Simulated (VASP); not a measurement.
# Rb5Na2S (P6/mmm) in VASP: relaxation of cell and atoms with PBE

Aim: the relaxation of cell and atoms of Rb5Na2S with PBE.

All numbers are computed with VASP 6.6.1; they aren't measurements. Logs are shortened: lines on timing, memory, paths and dates and some standing lists are left out, and cuts for length are marked.

## Step 1: The cell of the first run

Symmetry: P6/mmm, No. 191, hexagonal system. Conventional cell: a = 6.078 Å, b = 6.078 Å, c = 10.625 Å, α = 90.00°, β = 90.00°, γ = 120.00°. Rb (site symmetry 3m) has 1 Na at 3.37 Å and 4 Rb at 3.51 to 3.89 Å and 3 S at 4.01 Å within 4.4 Å. Rb (site symmetry 6/mmm) has 6 Na at 3.51 Å within 4.6 Å. Na (site symmetry -6m2) has 5 Rb at 3.37 to 3.51 Å and 3 Na at 3.51 Å within 4.4 Å. S (site symmetry 6/mmm) has 14 Rb at 4.01 to 5.31 Å within 5.4 Å.

The cell was generated, and may not be a known phase.

## Step 2: Relaxation of cell and atoms, PBE

The input, INCAR:

```
SYSTEM = Rb5Na2S
PREC     = Accurate       ! precision mode
ENCUT    = 1130           ! plane-wave cutoff, eV
EDIFF    = 1E-7           ! SCF threshold, eV
ISMEAR   = 0              ! smearing method
SIGMA    = 0.1            ! smearing width, eV
LREAL    = .FALSE.        ! projectors in reciprocal space
LASPH    = .TRUE.         ! aspherical terms in the spheres
NELM     = 120            ! most SCF steps
ALGO     = Normal         ! electronic algorithm
ISIF     = 3              ! what is computed and relaxed
LWAVE    = .FALSE.        ! write WAVECAR
LCHARG   = .FALSE.        ! write CHGCAR
GGA      = PE             ! functional
IBRION   = 2              ! ionic algorithm
NSW      = 90             ! ionic steps
EDIFFG   = -0.04          ! ionic threshold
GGA_COMPAT= .FALSE.      
NELMIN   = 4
```

The input, KPOINTS:

```
Automatic mesh
0
G
  3 3 2
  0 0 0
```

The input, POSCAR:

```
Rb5Na2S
1.0
    6.0784024900      0.0000000000      0.0000000000
   -3.0392012500      5.2640509700      0.0000000000
    0.0000000000      0.0000000000     10.6247174400
Rb Na S
5 2 1
Direct
    0.3333333300      0.6666666700      0.1830378000
    0.6666666700      0.3333333300      0.1830378000
    0.6666666700      0.3333333300      0.8169622000
    0.3333333300      0.6666666700      0.8169622000
    0.0000000000      0.0000000000      0.5000000000
    0.3333333300      0.6666666700      0.5000000000
    0.6666666700      0.3333333300      0.5000000000
    0.0000000000      0.0000000000      0.0000000000
```

Potentials or basis: VASP PAW PBE potentials, release 64 (Rb_sv, Na_sv, S).

The run is started by

```console
cat potpaw_PBE.64/Rb_sv/POTCAR potpaw_PBE.64/Na_sv/POTCAR potpaw_PBE.64/S/POTCAR > POTCAR
mpirun -np 1 vasp_std > vasp.out
```

OUTCAR:

```text
SYSTEM = Rb5Na2S
   PREC = Accurate
   ENCUT = 1130
   EDIFF = 1E-7
   ISMEAR = 0
   LREAL = .FALSE.
   LASPH = .TRUE.
   NELM = 120
   ISIF = 3
   GGA = PE
   IBRION = 2
   NSW = 90
   EDIFFG = -0.04
   NELMIN = 4

 ion  position               nearest neighbor table
   1  0.333  0.667  0.183-   6 3.37   2 3.51   2 3.51   2 3.51   4 3.89   8 4.01   8 4.01   8 4.01
                             5 4.86   5 4.86   5 4.86   3 5.24   3 5.24   3 5.24
   2  0.667  0.333  0.183-   7 3.37   1 3.51   1 3.51   1 3.51   3 3.89   8 4.01   8 4.01   8 4.01
                             5 4.86   5 4.86   5 4.86   4 5.24   4 5.24   4 5.24
   3  0.667  0.333  0.817-   7 3.37   4 3.51   4 3.51   4 3.51   2 3.89   8 4.01   8 4.01   8 4.01
                             5 4.86   5 4.86   5 4.86   1 5.24   1 5.24   1 5.24
   4  0.333  0.667  0.817-   6 3.37   3 3.51   3 3.51   3 3.51   1 3.89   8 4.01   8 4.01   8 4.01
                             5 4.86   5 4.86   5 4.86   2 5.24   2 5.24   2 5.24
   5  0.000  0.000  0.500-   6 3.51   7 3.51   7 3.51   6 3.51   7 3.51   6 3.51   1 4.86   2 4.86
                             3 4.86   4 4.86   2 4.86   1 4.86   4 4.86   3 4.86   4 4.86   1 4.86
   6  0.333  0.667  0.500-   1 3.37   4 3.37   5 3.51   5 3.51   5 3.51
   7  0.667  0.333  0.500-   2 3.37   3 3.37   5 3.51   5 3.51   5 3.51
   8  0.000  0.000  0.000-   1 4.01   2 4.01   3 4.01   4 4.01   2 4.01   3 4.01   1 4.01   4 4.01
                             2 4.01   3 4.01   1 4.01   4 4.01

  LATTYP: Found a hexagonal cell.
 ALAT       =     6.0784024900
 C/A-ratio  =     1.7479456909

  Lattice vectors:

 A1 = (   6.0784024900,   0.0000000000,   0.0000000000)
 A2 = (  -3.0392012500,   5.2640509700,   0.0000000000)
 A3 = (   0.0000000000,   0.0000000000,  10.6247174400)

Analysis of symmetry for initial positions (statically):
=====================================================================
 Subroutine PRICEL returns:
 Original cell was already a primitive cell.

 Routine SETGRP: Setting up the symmetry group for a
 hexagonal supercell.

 Subroutine GETGRP returns: Found 24 space group operations
 (whereof 24 operations were pure point group operations)
 out of a pool of 24 trial point group operations.

The static configuration has the point symmetry D_6h.

Analysis of symmetry for dynamics (positions and initial velocities):
=====================================================================
 Subroutine PRICEL returns:
 Original cell was already a primitive cell.

 Routine SETGRP: Setting up the symmetry group for a
 hexagonal supercell.

 Subroutine GETGRP returns: Found 24 space group operations
 (whereof 24 operations were pure point group operations)
 out of a pool of 24 trial point group operations.

[... 87 lines left out ...]
   ISPIN  =      1    spin polarized calculation?
   LNONCOLLINEAR =      F non collinear calculations
   LSORBIT =      F    spin-orbit coupling
   LASPH  =      T    aspherical Exc in radial PAW
   ENCUT  = 1130.0 eV  83.05 Ry    9.11 a.u.  16.66 16.66 29.12*2*pi/ulx,y,z
   NELM   =    120;   NELMIN=  4; NELMDL= -5     # of ELM steps
   EDIFF  = 0.1E-06   stopping-criterion for ELM
   LREAL  =      F    real-space projection
   EDIFFG = -.4E-01   stopping-criterion for IOM
   NSW    =     90    number of steps for IOM
   IBRION =      2    ionic relax: 0-MD 1-quasi-New 2-CG
   NFREE  =      1    steps in history (QN), initial steepest desc. (CG)
   ISIF   =      3    stress and relaxation
   ISYM   =      2    0-nonsym 1-usesym 2-fastsym
   POTIM  = 0.5000    time-step for ionic-motion
   TEBEG  =    0.0;   TEEND  =   0.0 temperature during run
   PSTRESS=    0.0 pullay stress
   NELECT =      69.0000    total number of electrons
   NUPDOWN=      -1.0000    fix difference up-down
   EMIN   =  10.00;   EMAX   =-10.00  energy-range for DOS
   EFERMI =   0.00;   METHOD = LEGACY
   ISMEAR =     0;   SIGMA  =   0.10  broadening in eV -4-tet -1-fermi 0-gaus
   EFERMI_NEDOS =   21; number of points for ismear=-14 and -15
   IALGO  =     38    algorithm
   IMIX   =      4    mixing-type and parameters
     AMIX     =   0.40;   BMIX     =  1.00
     AMIX_MAG =   1.60;   BMIX_MAG =  1.00
  volume/ion in A,a.u.               =      42.49       286.77
  Fermi-wavevector in a.u.,A,eV,Ry     =   0.962090  1.818086 12.593777  0.925617
  Thomas-Fermi vector in A             =   2.091518
   LORBIT       =      0    0 simple, 1 ext, 2 COOP (PROOUT), +10 PAW based schemes
   GGA     = PE    functional components
   LHFCALC =     F    Hartree Fock is set to
   AEXX    =    0.0000 exact exchange contribution
   IVDW    =     0    specifies the selected vdW correction
   LEPSILON=     F    determine dielectric tensor
   LRPA    =     F    only Hartree local field effects (RPA)
 conjugate gradient relaxation of ions
 non-spin polarized calculation
 Gauss-broadening in eV      SIGMA  =   0.10
  energy-cutoff  :     1130.00
  volume of cell :      339.96
 maximum number of plane-waves:     29353
 NGX is ok and might be reduce to    70
   NGX = 33   NGY = 33   NGZ = 59

--------------------------------------- Ionic step        1  -------------------------------------------

 number of electron      69.0000006 magnetization

 Free energy of the ion-electron system (eV)
  ---------------------------------------------------
  ext. energy  EPLUGINS =         0.00000000
  ---------------------------------------------------
  free energy    TOTEN  =       -11.18572863 eV

  energy without entropy =      -11.15747707  energy(sigma->0) =      -11.17160285

------------------------ aborting loop because EDIFF is reached ----------------------------------------

  FORCE on cell =-STRESS in cart. coord.  units (eV):
  Direction    XX          YY          ZZ          XY          YZ          ZX
  --------------------------------------------------------------------------------------
  -------------------------------------------------------------------------------------
  Total        4.1463234      4.1463234      4.4049222     -0.0000000     -0.0000000     -0.0000000
  in kB       19.5410021     19.5410021     20.7597394     -0.0000000     -0.0000000     -0.0000000
  external PRESSURE =      19.9472478 kB  Pullay stress =       0.0000000 kB
[... 323 lines left out ...]
--------------------------------------- Ionic step        9  -------------------------------------------

 number of electron      68.9999998 magnetization

 Free energy of the ion-electron system (eV)
  ---------------------------------------------------
  ext. energy  EPLUGINS =         0.00000000
  ---------------------------------------------------
  free energy    TOTEN  =       -11.76431891 eV

  energy without entropy =      -11.70614754  energy(sigma->0) =      -11.73523323

 E-fermi :   0.8198     XC(G=0):  -6.4521

 val. band max:        0.8046948896   @ k =   0.3333   0.0000   0.5000
 cond. band min:       0.8226968329   @ k =   0.3333   0.0000   0.0000
 fundamental gap:      0.0180019432
 Fermi energy:         0.8197757718

 k-point     1 :       0.0000    0.0000    0.0000
  band No.  band energies     occupation
      1     -52.0435      2.00000
      2     -52.0424      2.00000
      3     -28.4694      2.00000
      4     -28.4507      2.00000
      5     -28.3777      2.00000
      6     -28.3603      2.00000
[... 288 lines left out ...]
  FREE ENERGIE OF THE ION-ELECTRON SYSTEM (eV)
  ---------------------------------------------------
  free  energy   TOTEN  =       -11.7643189138 eV

  energy  without entropy=      -11.7061475392  energy(sigma->0) =      -11.73523323

 reached required accuracy - stopping structural energy minimisation
```

CONTCAR:

```text
Rb5Na2S
   1.00000000000000
     6.4196349741082086   -0.0000000002865616   -0.0000000000000000
    -3.2098174925829661    5.5595669698583281    0.0000000000000000
    -0.0000000000000000   -0.0000000000000000   11.7232448385827031
  Rb              Na              S
     5     2     1
Direct
     0.3333333300000021    0.6666666699999979    0.1658494307960621
     0.6666666699999979    0.3333333300000021    0.1658494307960621
     0.6666666699999979    0.3333333300000021    0.8341505692039378
     0.3333333300000021    0.6666666699999979    0.8341505692039378
     0.0000000000000000    0.0000000000000000    0.5000000000000000
     0.3333333300000021    0.6666666699999979    0.5000000000000000
     0.6666666699999979    0.3333333300000021    0.5000000000000000
     0.0000000000000000    0.0000000000000000    0.0000000000000000

  0.00000000E+00  0.00000000E+00  0.00000000E+00
  0.00000000E+00  0.00000000E+00  0.00000000E+00
  0.00000000E+00  0.00000000E+00  0.00000000E+00
  0.00000000E+00  0.00000000E+00  0.00000000E+00
  0.00000000E+00  0.00000000E+00  0.00000000E+00
  0.00000000E+00  0.00000000E+00  0.00000000E+00
  0.00000000E+00  0.00000000E+00  0.00000000E+00
  0.00000000E+00  0.00000000E+00  0.00000000E+00
```

Wall time 34 min (1 thread of Intel Xeon 6975P-C (Granite Rapids), shared host); peak memory 1.4 GiB.

Results:

* Free energy: -11.7643 eV
* Relaxed volume: 52.30 Å³/atom
* Relaxed cell: a = 6.420 Å, b = 6.420 Å, c = 11.723 Å, α = 90.00°, β = 90.00°, γ = 120.00°
* Space group after relaxing (to 0.1 Å): P6/mmm (No. 191)
* Energy gained by relaxing: 72.3 meV/atom
* Ionic steps: 9
* Pressure after relaxing: 0.0 GPa
* Largest force after relaxing: 0.024 eV/Å
* Band gap on the k mesh: zero (an odd number of electrons rules out a gap without spin polarisation)

Forces on the atoms (eV/Å):
```
Rb   0.000  0.000 -0.024
Rb   0.000  0.000 -0.024
Rb   0.000  0.000  0.024
Rb   0.000  0.000  0.024
Rb   0.000  0.000  0.000
Na   0.000  0.000  0.000
Na   0.000  0.000  0.000
S    0.000  0.000  0.000
```

The path:
```tsv
step	energy change (eV)	largest force (eV/Å)	pressure (GPa)	volume (Å³)
1	0.0000	0.4489	1.99	339.96
2	-0.2905	0.3545	1.12	366.66
3	-0.5048	0.2337	0.13	414.18
4	-0.5161	0.2075	-0.05	427.00
5	-0.5165	0.2022	-0.09	429.77
6	-0.5301	0.1821	-0.08	428.43
7	-0.5609	0.1201	-0.04	424.41
8	-0.5765	0.0106	0.07	416.29
9	-0.5786	0.0241	0.04	418.41
```

Final structure:
```
Rb Na S
1.0
     6.41963    0.00000    0.00000
    -3.20982    5.55957    0.00000
     0.00000    0.00000   11.72324
Rb Na S
5 2 1
Direct
  0.33333 0.66667 0.16585
  0.66667 0.33333 0.16585
  0.66667 0.33333 0.83415
  0.33333 0.66667 0.83415
  0.00000 0.00000 0.50000
  0.33333 0.66667 0.50000
  0.66667 0.33333 0.50000
  0.00000 0.00000 0.00000
```

Caveat: the k points lie up to 0.38 Å⁻¹ apart in the final cell, too coarse for converged energies and pressures of a metal; the volume moved by over 15 % at a fixed basis, so the end points are rough.
